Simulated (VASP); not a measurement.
# NbC (Fm-3m) in VASP: further runs

The runs below take NbC through relaxation of cell and atoms, with PBE.

All numbers are computed with VASP 6.6.1; they aren't measurements. Logs are shortened: lines on timing, memory, paths and dates and some standing lists are left out, and cuts for length are marked.

## 1. The cell of the first run

Symmetry: Fm-3m, No. 225, cubic system. Conventional cell: a = 4.469 Å, b = 4.469 Å, c = 4.469 Å, α = 90.00°, β = 90.00°, γ = 90.00°. Within 3.0 Å of Nb (site symmetry m-3m) lie 6 C at 2.23 Å. Within 3.0 Å of C (site symmetry m-3m) lie 6 Nb at 2.23 Å.

## 2. Relaxation of cell and atoms, PBE

Input file INCAR:

```
SYSTEM = NbC
PREC     = Accurate       ! precision mode
ENCUT    = 600            ! plane-wave cutoff, eV
EDIFF    = 1E-6           ! SCF threshold, eV
ISMEAR   = 1              ! smearing method
SIGMA    = 0.1            ! smearing width, eV
LREAL    = .False.        ! projectors in reciprocal space
LASPH    = .True.         ! aspherical terms in the spheres
NELM     = 80             ! most SCF steps
ALGO     = Normal         ! electronic algorithm
ISIF     = 3              ! what is computed and relaxed
LWAVE    = .False.        ! write WAVECAR
LCHARG   = .False.        ! write CHGCAR
GGA      = PE             ! functional
IBRION   = 2              ! ionic algorithm
NSW      = 90             ! ionic steps
EDIFFG   = -0.01          ! ionic threshold
KPAR     = 2
```

Input file KPOINTS:

```
regular mesh
0
Gamma
  14 14 14
  0 0 0
```

Input file POSCAR:

```
NbC
1.0
    0.0000000000      2.2345500000      2.2345500000
    2.2345500000      0.0000000000      2.2345500000
    2.2345500000      2.2345500000      0.0000000000
Nb C
1 1
Direct
    0.0000000000      0.0000000000      0.0000000000
    0.5000000000      0.5000000000      0.5000000000
```

Potentials or basis: VASP PAW PBE potentials, release 64 (Nb_sv, C).

Run with:

```bash
$ cat potpaw_PBE.64/Nb_sv/POTCAR potpaw_PBE.64/C/POTCAR > POTCAR
$ mpirun -np 2 vasp_std > vasp.out
```

OUTCAR:

```text
SYSTEM = NbC
   PREC = Accurate
   ENCUT = 600
   EDIFF = 1E-6
   ISMEAR = 1
   LREAL = .False.
   LASPH = .True.
   NELM = 80
   ISIF = 3
   GGA = PE
   IBRION = 2
   NSW = 90
   EDIFFG = -0.01

 ion  position               nearest neighbor table
   1  0.000  0.000  0.000-   2 2.23   2 2.23   2 2.23   2 2.23   2 2.23   2 2.23
   2  0.500  0.500  0.500-   1 2.23   1 2.23   1 2.23   1 2.23   1 2.23   1 2.23

  LATTYP: Found a face centered cubic cell.
 ALAT       =     4.4691000000

  Lattice vectors:

 A1 = (   0.0000000000,   2.2345500000,   2.2345500000)
 A2 = (   2.2345500000,   0.0000000000,   2.2345500000)
 A3 = (   2.2345500000,   2.2345500000,   0.0000000000)

Analysis of symmetry for initial positions (statically):
=====================================================================
 Subroutine PRICEL returns:
 Original cell was already a primitive cell.

 Routine SETGRP: Setting up the symmetry group for a
 face centered cubic supercell.

 Subroutine GETGRP returns: Found 48 space group operations
 (whereof 48 operations were pure point group operations)
 out of a pool of 48 trial point group operations.

The static configuration has the point symmetry O_h .

Analysis of symmetry for dynamics (positions and initial velocities):
=====================================================================
 Subroutine PRICEL returns:
 Original cell was already a primitive cell.

 Routine SETGRP: Setting up the symmetry group for a
 face centered cubic supercell.

 Subroutine GETGRP returns: Found 48 space group operations
 (whereof 48 operations were pure point group operations)
 out of a pool of 48 trial point group operations.

The dynamic configuration has the point symmetry O_h .

 Subroutine INISYM returns: Found 48 space group operations
 (whereof 48 operations are pure point group operations),
 and found     1 'primitive' translations

----------------------------------------------------------------------------------------

                                     Primitive cell

  volume of cell :      22.3152

  direct lattice vectors                    reciprocal lattice vectors
     0.000000000  2.234550000  2.234550000    -0.223758699  0.223758699  0.223758699
     2.234550000  0.000000000  2.234550000     0.223758699 -0.223758699  0.223758699
     2.234550000  2.234550000  0.000000000     0.223758699  0.223758699 -0.223758699

  length of vectors
     3.160130916  3.160130916  3.160130916     0.387561435  0.387561435  0.387561435

  position of ions in fractional coordinates (direct lattice)
     0.000000000  0.000000000  0.000000000
     0.500000000  0.500000000  0.500000000

  ion indices of the primitive-cell ions
   primitive index   ion index
                 1           1
                 2           2

----------------------------------------------------------------------------------------

 KPOINTS: regular mesh

Automatic generation of k-mesh.
 Grid dimensions read from file:
 generate k-points for:   14   14   14

 Generating k-lattice:

  Cartesian coordinates                     Fractional coordinates (reciprocal lattice)
    -0.015982764  0.015982764  0.015982764     0.071428571  0.000000000  0.000000000
     0.015982764 -0.015982764  0.015982764     0.000000000  0.071428571  0.000000000
     0.015982764  0.015982764 -0.015982764     0.000000000  0.000000000  0.071428571

  Length of vectors
     0.027682960  0.027682960  0.027682960

  Shift w.r.t. Gamma in fractional coordinates (k-lattice)
     0.000000000  0.000000000  0.000000000

 Subroutine IBZKPT returns following result:
 ===========================================

 Found    104 irreducible k-points:

 Following reciprocal coordinates:
            Coordinates               Weight
  0.000000  0.000000  0.000000      1.000000
  0.071429  0.000000  0.000000      8.000000
  0.142857  0.000000  0.000000      8.000000
  0.214286  0.000000  0.000000      8.000000
  0.285714  0.000000  0.000000      8.000000
  0.357143  0.000000  0.000000      8.000000
[... 16 lines left out ...]
  0.214286  0.142857  0.000000     24.000000
  0.285714  0.142857  0.000000     24.000000
 [... further k-points ...]
   k-points           NKPTS =    104   k-points in BZ     NKDIM =    104   number of bands    NBANDS=     12
   number of dos      NEDOS =    301   number of ions     NIONS =      2
   total plane-waves  NPLWV =  21952
   dimension x,y,z NGX =    28 NGY =   28 NGZ =   28
   dimension x,y,z NGXF=    56 NGYF=   56 NGZF=   56
   ions per type =               1   1
   NGX,Y,Z   is equivalent  to a cutoff of  14.73, 14.73, 14.73 a.u.
   NGXF,Y,Z  is equivalent  to a cutoff of  29.46, 29.46, 29.46 a.u.
 SYSTEM =  NbC
   PREC   = accura    normal or accurate (medium, high low for compatibility)
   ISTART =      0    job   : 0-new  1-cont  2-samecut
   ICHARG =      2    charge: 1-file 2-atom 10-const
   ISPIN  =      1    spin polarized calculation?
   LNONCOLLINEAR =      F non collinear calculations
   LSORBIT =      F    spin-orbit coupling
   LASPH  =      T    aspherical Exc in radial PAW
   ENCUT  =  600.0 eV  44.10 Ry    6.64 a.u.   6.31  6.31  6.31*2*pi/ulx,y,z
   NELM   =     80;   NELMIN=  2; NELMDL= -5     # of ELM steps
   EDIFF  = 0.1E-05   stopping-criterion for ELM
   LREAL  =      F    real-space projection
   EDIFFG = -.1E-01   stopping-criterion for IOM
   NSW    =     90    number of steps for IOM
   IBRION =      2    ionic relax: 0-MD 1-quasi-New 2-CG
   NFREE  =      1    steps in history (QN), initial steepest desc. (CG)
   ISIF   =      3    stress and relaxation
   ISYM   =      2    0-nonsym 1-usesym 2-fastsym
   POTIM  = 0.5000    time-step for ionic-motion
   TEBEG  =    0.0;   TEEND  =   0.0 temperature during run
   PSTRESS=    0.0 pullay stress
   NELECT =      17.0000    total number of electrons
   NUPDOWN=      -1.0000    fix difference up-down
   EMIN   =  10.00;   EMAX   =-10.00  energy-range for DOS
   EFERMI =   0.00;   METHOD = LEGACY
   ISMEAR =     1;   SIGMA  =   0.10  broadening in eV -4-tet -1-fermi 0-gaus
   EFERMI_NEDOS =   21; number of points for ismear=-14 and -15
   IALGO  =     38    algorithm
   IMIX   =      4    mixing-type and parameters
     AMIX     =   0.40;   BMIX     =  1.00
     AMIX_MAG =   1.60;   BMIX_MAG =  1.00
  volume/ion in A,a.u.               =      11.16        75.30
  Fermi-wavevector in a.u.,A,eV,Ry     =   1.495172  2.825465 30.416346  2.235538
  Thomas-Fermi vector in A             =   2.607351
   LORBIT       =      0    0 simple, 1 ext, 2 COOP (PROOUT), +10 PAW based schemes
   GGA     = PE    functional components
   LHFCALC =     F    Hartree Fock is set to
   AEXX    =    0.0000 exact exchange contribution
   IVDW    =     0    specifies the selected vdW correction
   LEPSILON=     F    determine dielectric tensor
   LRPA    =     F    only Hartree local field effects (RPA)
 conjugate gradient relaxation of ions
 non-spin polarized calculation
 Methfessel and Paxton  Order N= 1 SIGMA  =   0.10
  energy-cutoff  :      600.00
  volume of cell :       22.32
 maximum number of plane-waves:       758
 NGX is ok and might be reduce to    28
   NGX = 13   NGY = 13   NGZ = 13

--------------------------------------- Ionic step        1  -------------------------------------------

 number of electron      17.0000001 magnetization

 Free energy of the ion-electron system (eV)
  ---------------------------------------------------
  ext. energy  EPLUGINS =         0.00000000
  ---------------------------------------------------
  free energy    TOTEN  =       -20.54447660 eV

  energy without entropy =      -20.54361882  energy(sigma->0) =      -20.54419067

------------------------ aborting loop because EDIFF is reached ----------------------------------------

  FORCE on cell =-STRESS in cart. coord.  units (eV):
  Direction    XX          YY          ZZ          XY          YZ          ZX
  --------------------------------------------------------------------------------------
  -------------------------------------------------------------------------------------
  Total        0.3655054      0.3655054      0.3655054     -0.0000000     -0.0000000      0.0000000
  in kB       26.2424357     26.2424357     26.2424357     -0.0000000     -0.0000000      0.0000000
  external PRESSURE =      26.2424357 kB  Pullay stress =       0.0000000 kB
[... 57 lines left out ...]
  energy  without entropy=      -20.5388978074  energy(sigma->0) =      -20.53943898

--------------------------------------- Ionic step        3  -------------------------------------------

 number of electron      17.0000001 magnetization

 Free energy of the ion-electron system (eV)
  ---------------------------------------------------
  ext. energy  EPLUGINS =         0.00000000
  ---------------------------------------------------
  free energy    TOTEN  =       -20.54611631 eV

  energy without entropy =      -20.54527284  energy(sigma->0) =      -20.54583515

 E-fermi :  12.5382     XC(G=0): -13.0416

 val. band max:       12.4345642910   @ k =   0.1429   0.0714   0.0000
 cond. band min:      12.5483677021   @ k =  -0.2143   0.2143   0.0714
 fundamental gap:      0.1138034111
 Fermi energy:        12.5381731543

 k-point     1 :       0.0000    0.0000    0.0000
  band No.  band energies     occupation
      1     -43.3157      2.00000
      2     -19.0284      2.00000
      3     -19.0284      2.00000
      4     -19.0284      2.00000
      5      -0.9571      2.00000
      6      11.1640      2.00000
      7      11.1640      2.00000
      8      11.1640      2.00000
      9      12.2306      2.00012
     10      12.2306      2.00012
     11      12.2306      2.00012
     12      12.8041     -0.00110
[... 331 lines left out ...]
 k-point    24 :       0.2857    0.1429    0.0000
  band No.  band energies     occupation
      1     -43.2548      2.00000
      2     -19.4347      2.00000
      3     -19.1293      2.00000
      4     -19.1156      2.00000
      5       0.5228      2.00000
      6       7.2796      2.00000
      7       8.8395      2.00000
      8       9.4435      2.00000
      9      11.3488      2.00000
     10      13.5832     -0.00000
     11      14.6000      0.00000
     12      16.0855      0.00000

 [... further k-points ...]

------------------------ aborting loop because EDIFF is reached ----------------------------------------

  FORCE on cell =-STRESS in cart. coord.  units (eV):
  Direction    XX          YY          ZZ          XY          YZ          ZX
  --------------------------------------------------------------------------------------
  -------------------------------------------------------------------------------------
  Total        0.0011865      0.0011865      0.0011865      0.0000000     -0.0000000      0.0000000
  in kB        0.0844413      0.0844413      0.0844413      0.0000000     -0.0000000      0.0000000
  external PRESSURE =       0.0844413 kB  Pullay stress =       0.0000000 kB
[... 17 lines left out ...]
  FREE ENERGIE OF THE ION-ELECTRON SYSTEM (eV)
  ---------------------------------------------------
  free  energy   TOTEN  =       -20.5461163068 eV

  energy  without entropy=      -20.5452728435  energy(sigma->0) =      -20.54583515

 reached required accuracy - stopping structural energy minimisation
```

Run time: 46 s. Hardware: 2 MPI ranks of Intel Xeon Platinum 8375C at 2.90GHz (Ice Lake), shared host; peak memory 0.18 GiB.

Results:

| Quantity | Value |
| --- | --- |
| Free energy | -20.5461 eV |
| Relaxed volume | 11.26 Å³/atom |
| Relaxed cell | a = 3.169 Å, b = 3.169 Å, c = 3.169 Å, α = 60.00°, β = 60.00°, γ = 60.00° |
| Space group after relaxing (to 0.1 Å) | Fm-3m (No. 225) |
| Energy gained by relaxing | 0.8 meV/atom |
| Ionic steps | 3 |
| Pressure after relaxing | 0.0 GPa |
| Band gap on the k mesh | zero (an odd number of electrons rules out a gap without spin polarisation) |

Step by step:
| step | energy change (eV) | largest force (eV/Å) | pressure (GPa) | volume (Å³) |
| --- | --- | --- | --- | --- |
| 1 | 0.0000 | 0.0000 | 2.62 | 22.32 |
| 2 | 0.0048 | 0.0000 | -5.08 | 22.91 |
| 3 | -0.0016 | 0.0000 | 0.01 | 22.51 |

Final structure:
```cif
data_structure
_symmetry_space_group_name_H-M 'P 1'
_symmetry_Int_Tables_number 1
_cell_length_a 3.1695
_cell_length_b 3.1695
_cell_length_c 3.1695
_cell_angle_alpha 60.000
_cell_angle_beta 60.000
_cell_angle_gamma 60.000
_cell_volume 22.51
loop_
_atom_site_label
_atom_site_type_symbol
_atom_site_fract_x
_atom_site_fract_y
_atom_site_fract_z
_atom_site_occupancy
Nb1 Nb 0.00000 0.00000 0.00000 1
C1 C 0.50000 0.50000 0.50000 1
```

Levels at points of the mesh, in eV from the Fermi level:
```tsv
k point	band 5	band 6	band 7	band 8	band 9	band 10	band 11	band 12
(0.00, 0.00, 0.00)	-13.50	-1.37	-1.37	-1.37	-0.31	-0.31	-0.31	0.27
(0.50, 0.00, 0.00)	-9.88	-7.59	-5.16	-5.16	2.03	2.03	3.44	5.68
(0.50, 0.50, 0.00)	-12.14	-4.21	-3.94	-1.40	-1.40	1.88	3.11	3.11
```

PBE usually gives volumes a little too large and moduli too small. Zero-point motion and thermal expansion aren't in these numbers.

## 3. Relaxation of cell and atoms, PBE

This run uses another cell than the first one, of 11.26 Å³/atom.

INCAR, as its differences from that of step 2:

```diff
@@ -3,3 +3,3 @@
 ENCUT    = 600            ! plane-wave cutoff, eV
-EDIFF    = 1E-6           ! SCF threshold, eV
+EDIFF    = 1E-7           ! SCF threshold, eV
 ISMEAR   = 1              ! smearing method
@@ -16,3 +16,3 @@
 NSW      = 90             ! ionic steps
-EDIFFG   = -0.01          ! ionic threshold
+EDIFFG   = -0.005         ! ionic threshold
 KPAR     = 2
```

KPOINTS is that of step 2.

Input file POSCAR:

```
NbC                                     
1.0
   -0.0000000000      2.2411451738      2.2411451738
    2.2411451738     -0.0000000000      2.2411451738
    2.2411451738      2.2411451738      0.0000000000
  Nb              C             
     1     1
Direct
     0.0000000000000000    0.0000000000000000    0.0000000000000000
     0.5000000000000000    0.5000000000000000    0.5000000000000000
```

Potentials or basis: VASP PAW PBE potentials, release 64 (Nb_sv, C).

Run with:

```bash
$ cat potpaw_PBE.64/Nb_sv/POTCAR potpaw_PBE.64/C/POTCAR > POTCAR
$ mpirun -np 2 vasp_std > vasp.out
```

Wall time 24 s (2 MPI ranks of Intel Xeon Platinum 8375C at 2.90GHz (Ice Lake), shared host); peak memory 0.17 GiB.

The run converged. Its results:

- Free energy: -20.5464 eV
- Pressure after relaxing: 0.0 GPa
- Band gap on the k mesh: zero (an odd number of electrons rules out a gap without spin polarisation)

Final structure:
```
Nb C
1.0
     0.00000    2.24115    2.24115
     2.24115    0.00000    2.24115
     2.24115    2.24115    0.00000
Nb C
1 1
Direct
  0.00000 0.00000 0.00000
  0.50000 0.50000 0.50000
```

Levels at points of the mesh, in eV from the Fermi level:
```csv
k point,band 5,band 6,band 7,band 8,band 9,band 10,band 11,band 12
"(0.00, 0.00, 0.00)",-13.49,-1.37,-1.37,-1.37,-0.31,-0.31,-0.31,0.27
"(0.50, 0.00, 0.00)",-9.88,-7.59,-5.16,-5.16,2.03,2.03,3.44,5.68
"(0.50, 0.50, 0.00)",-12.14,-4.21,-3.94,-1.40,-1.40,1.88,3.11,3.11
```

Caveat: the relaxation stopped at its first step, so nothing moved.
